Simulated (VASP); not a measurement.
# Pd (P6_3/mmc) in VASP: a series of runs

Runs on Pd. Level: PBE. Tasks: single point.

Program: VASP 6.6.1. These are calculated values, not measurements. Logs are shortened: lines on timing, memory, paths and dates and some standing lists are left out, and cuts for length are marked.

**1. The cell of the first run**

Symmetry: P6_3/mmc, No. 194, hexagonal system. Conventional cell: a = 2.770 Å, b = 2.770 Å, c = 4.634 Å, α = 90.00°, β = 90.00°, γ = 120.00°. Within 3.7 Å of Pd (site symmetry -6m2) lie 12 Pd at 2.77 to 2.82 Å.

**2. Single point, PBE**

Contents of INCAR:

```
SYSTEM = Pd
PREC = Accurate ; ENCUT = 520
EDIFF = 1E-7 ; ISMEAR = -1
SIGMA = 0.05 ; LREAL = .FALSE.
LASPH = .TRUE. ; NELM = 60
ALGO = Normal ; ISIF = 2
LWAVE = .FALSE. ; LCHARG = .FALSE.
GGA = PE ; NBANDS = 17
```

Contents of KPOINTS:

```
Automatic mesh
0
G
  17 17 9
  0 0 0
```

Contents of POSCAR:

```
Pd
1.0
    2.7702317490      0.0000000000      0.0000000000
   -1.3851158745      2.3990910690      0.0000000000
    0.0000000000      0.0000000000      4.6336465284
Pd
2
Direct
    0.3333333333      0.6666666667      0.2500000000
    0.6666666667      0.3333333333      0.7500000000
```

Potentials or basis: VASP PAW PBE potentials, release 64 (Pd).

Started as:

```bash
cat potpaw_PBE.64/Pd/POTCAR > POTCAR
mpirun -np 1 vasp_std > vasp.out
```

OUTCAR:

```text
SYSTEM = Pd
   PREC = Accurate
   ENCUT = 520
   EDIFF = 1E-7
   ISMEAR = -1
   LREAL = .FALSE.
   LASPH = .TRUE.
   NELM = 60
   ISIF = 2
   GGA = PE

 ion  position               nearest neighbor table
   1  0.333  0.667  0.250-   2 2.82   2 2.82   2 2.82   2 2.82   2 2.82   2 2.82
   2  0.667  0.333  0.750-   1 2.82   1 2.82   1 2.82   1 2.82   1 2.82   1 2.82

  LATTYP: Found a hexagonal cell.
 ALAT       =     2.7702317490
 C/A-ratio  =     1.6726566397

  Lattice vectors:

 A1 = (   2.7702317490,   0.0000000000,   0.0000000000)
 A2 = (  -1.3851158745,   2.3990910690,   0.0000000000)
 A3 = (   0.0000000000,   0.0000000000,   4.6336465284)

Analysis of symmetry for initial positions (statically):
=====================================================================
 Subroutine PRICEL returns:
 Original cell was already a primitive cell.

 Routine SETGRP: Setting up the symmetry group for a
 hexagonal supercell.

 Subroutine GETGRP returns: Found 24 space group operations
 (whereof 12 operations were pure point group operations)
 out of a pool of 24 trial point group operations.

The static configuration has the point symmetry D_3d.
 The point group associated with its full space group is D_6h.

Analysis of symmetry for dynamics (positions and initial velocities):
=====================================================================
 Subroutine PRICEL returns:
 Original cell was already a primitive cell.

 Routine SETGRP: Setting up the symmetry group for a
 hexagonal supercell.

 Subroutine GETGRP returns: Found 24 space group operations
 (whereof 12 operations were pure point group operations)
 out of a pool of 24 trial point group operations.

The dynamic configuration has the point symmetry D_3d.
 The point group associated with its full space group is D_6h.

 Subroutine INISYM returns: Found 24 space group operations
 (whereof 12 operations are pure point group operations),
 and found     1 'primitive' translations

----------------------------------------------------------------------------------------

                                     Primitive cell

  volume of cell :      30.7954

  direct lattice vectors                    reciprocal lattice vectors
     2.770231749  0.000000000  0.000000000     0.360980629  0.208412263  0.000000000
    -1.385115875  2.399091069  0.000000000     0.000000000  0.416824527  0.000000000
     0.000000000  0.000000000  4.633646528     0.000000000  0.000000000  0.215812750
[... 83 lines left out ...]
   NELM   =     60;   NELMIN=  2; NELMDL= -5     # of ELM steps
   EDIFF  = 0.1E-06   stopping-criterion for ELM
   LREAL  =      F    real-space projection
   EDIFFG = 0.1E-05   stopping-criterion for IOM
   NSW    =      0    number of steps for IOM
   IBRION =     -1    ionic relax: 0-MD 1-quasi-New 2-CG
   NFREE  =      0    steps in history (QN), initial steepest desc. (CG)
   ISIF   =      2    stress and relaxation
   ISYM   =      2    0-nonsym 1-usesym 2-fastsym
   POTIM  = 0.5000    time-step for ionic-motion
   TEBEG  =    0.0;   TEEND  =   0.0 temperature during run
   PSTRESS=    0.0 pullay stress
   NELECT =      20.0000    total number of electrons
   NUPDOWN=      -1.0000    fix difference up-down
   EMIN   =  10.00;   EMAX   =-10.00  energy-range for DOS
   EFERMI =   0.00;   METHOD = LEGACY
   ISMEAR =    -1;   SIGMA  =   0.05  broadening in eV -4-tet -1-fermi 0-gaus
   EFERMI_NEDOS =   21; number of points for ismear=-14 and -15
   IALGO  =     38    algorithm
   IMIX   =      4    mixing-type and parameters
     AMIX     =   0.40;   BMIX     =  1.00
     AMIX_MAG =   1.60;   BMIX_MAG =  1.00
  volume/ion in A,a.u.               =      15.40       103.91
  Fermi-wavevector in a.u.,A,eV,Ry     =   1.417717  2.679097 27.346647  2.009922
  Thomas-Fermi vector in A             =   2.538918
   LORBIT       =      0    0 simple, 1 ext, 2 COOP (PROOUT), +10 PAW based schemes
   GGA     = PE    functional components
   LHFCALC =     F    Hartree Fock is set to
   AEXX    =    0.0000 exact exchange contribution
   IVDW    =     0    specifies the selected vdW correction
   LEPSILON=     F    determine dielectric tensor
   LRPA    =     F    only Hartree local field effects (RPA)
 non-spin polarized calculation
  energy-cutoff  :      520.00
  volume of cell :       30.80
 maximum number of plane-waves:       843
 NGX is ok and might be reduce to    24
   NGX = 11   NGY = 11   NGZ = 17

 number of electron      20.0000006 magnetization

 Free energy of the ion-electron system (eV)
  ---------------------------------------------------
  ext. energy  EPLUGINS =         0.00000000
  ---------------------------------------------------
  free energy    TOTEN  =       -10.39019654 eV

  energy without entropy =      -10.34533171  energy(sigma->0) =      -10.36776412

 E-fermi :   9.0753     XC(G=0): -12.9163

 val. band max:        9.0750690714   @ k =   0.1765   0.1176   0.4444
 cond. band min:       9.0759127410   @ k =   0.4118   0.0588   0.0000
 fundamental gap:      0.0008436696
 Fermi energy:         9.0753392088

 k-point     1 :       0.0000    0.0000    0.0000
  band No.  band energies     occupation
      1       2.2627      2.00000
      2       4.0901      2.00000
      3       6.2995      2.00000
      4       6.5128      2.00000
      5       6.5128      2.00000
      6       6.8368      2.00000
[... 457 lines left out ...]
      4       5.5035      2.00000
      5       6.4872      2.00000
      6       6.5646      2.00000
[... 9 lines left out ...]
     16      26.1127      0.00000
     17      27.7571      0.00000

 [... further k-points ...]

------------------------ aborting loop because EDIFF is reached ----------------------------------------

  FORCE on cell =-STRESS in cart. coord.  units (eV):
  Direction    XX          YY          ZZ          XY          YZ          ZX
  --------------------------------------------------------------------------------------
  -------------------------------------------------------------------------------------
  Total       -0.0463197     -0.0463197     -0.0656280     -0.0000000     -0.0000000      0.0000000
  in kB       -2.4098529     -2.4098529     -3.4143947     -0.0000000     -0.0000000      0.0000000
  external PRESSURE =      -2.7447002 kB  Pullay stress =       0.0000000 kB

 VOLUME and BASIS-vectors are now :
 -----------------------------------------------------------------------------
  energy-cutoff  :      520.00
  volume of cell :       30.80
      direct lattice vectors                 reciprocal lattice vectors
     2.770231749  0.000000000  0.000000000     0.360980629  0.208412263  0.000000000
    -1.385115875  2.399091069  0.000000000     0.000000000  0.416824527  0.000000000
     0.000000000  0.000000000  4.633646528     0.000000000  0.000000000  0.215812750

 POSITION                                       TOTAL-FORCE (eV/Angst)
 -----------------------------------------------------------------------------------
     -0.00000      1.59939      1.15841         0.000000      0.000000      0.000000
      1.38512      0.79970      3.47523        -0.000000     -0.000000      0.000000
 -----------------------------------------------------------------------------------
    total drift:                               -0.000000      0.000000     -0.000000

  FREE ENERGIE OF THE ION-ELECTRON SYSTEM (eV)
  ---------------------------------------------------
  free  energy   TOTEN  =       -10.3901965401 eV

  energy  without entropy=      -10.3453317056  energy(sigma->0) =      -10.36776412
```

stdout:

```text
POSCAR found type information on POSCAR Pd
 POSCAR found :  1 types and       2 ions
 scaLAPACK will be used
 LDA part: xc-table for (Slater+PW92), standard interpolation
 POSCAR, INCAR and KPOINTS ok, starting setup
 FFT: planning ... GRIDC
 FFT: planning ... GRID_SOFT
 FFT: planning ... GRID
 WAVECAR not read
 entering main loop
```

It took 43 s on 1 thread of Intel Xeon Platinum 8488C (Sapphire Rapids), shared host; peak memory 0.2 GiB.

Results:

```
Free energy            : -10.3902 eV
Pressure               : -0.3 GPa
Band gap on the k mesh : zero (band 10 reaches 9.25 eV, above the bottom of band 11 at 8.50 eV)
```

Stress tensor (GPa, compression positive):
```
-0.24  0.00  0.00
 0.00 -0.24  0.00
 0.00  0.00 -0.34
```

Levels at points of the mesh, in eV from the Fermi level:
| k point | band 8 | band 9 | band 10 | band 11 | band 12 | band 13 |
| --- | --- | --- | --- | --- | --- | --- |
| (0.00, 0.00, 0.00) | -1.54 | -1.54 | -0.22 | -0.22 | 0.92 | 6.64 |

**3. Single point, PBE**

Contents of INCAR:

```
SYSTEM = Pd
ALGO = Normal
EDIFF = 1E-7
ENCUT = 520
GGA = PE
ISIF = 2
ISMEAR = -1
LASPH = .True.
LCHARG = .False.
LREAL = .False.
LWAVE = .False.
NBANDS = 17
NELM = 60
PREC = Accurate
SIGMA = 0.05
```

Contents of KPOINTS:

```
k-points
0
Gamma
  17 17 9
  0 0 0
```

Contents of POSCAR:

```
Pd
1.0
    2.7696428308      0.0000000000      0.0000000000
   -1.3848214154      2.3985810509      0.0000000000
    0.0000000000      0.0000000000      4.6328993572
Pd
2
Direct
    0.3333333333      0.6666666667      0.2500000000
    0.6666666667      0.3333333333      0.7500000000
```

Potentials or basis: VASP PAW PBE potentials, release 64 (Pd).

Started as:

```bash
cat potpaw_PBE.64/Pd/POTCAR > POTCAR
mpirun -np 1 vasp_std > vasp.out
```

Run time: 42 s. Hardware: 1 thread of Intel Xeon Platinum 8488C (Sapphire Rapids), shared host; peak memory 0.2 GiB.

Results (log left out):

```yaml
Free_energy: -10.3902 eV
Pressure: -0.2 GPa
Band_gap_on_the_k_mesh: zero (band 10 reaches 9.26 eV, above the bottom of band 11 at 8.51 eV)
```

Stress tensor (GPa, compression positive):
```
-0.14  0.00  0.00
 0.00 -0.14  0.00
 0.00  0.00 -0.25
```

Levels at points of the mesh, in eV from the Fermi level:
| k point | band 7 | band 8 | band 9 | band 10 | band 11 | band 12 | band 13 | band 14 |
| --- | --- | --- | --- | --- | --- | --- | --- | --- |
| (0.00, 0.00, 0.00) | -2.24 | -1.54 | -1.54 | -0.22 | -0.22 | 0.91 | 6.64 | 17.13 |
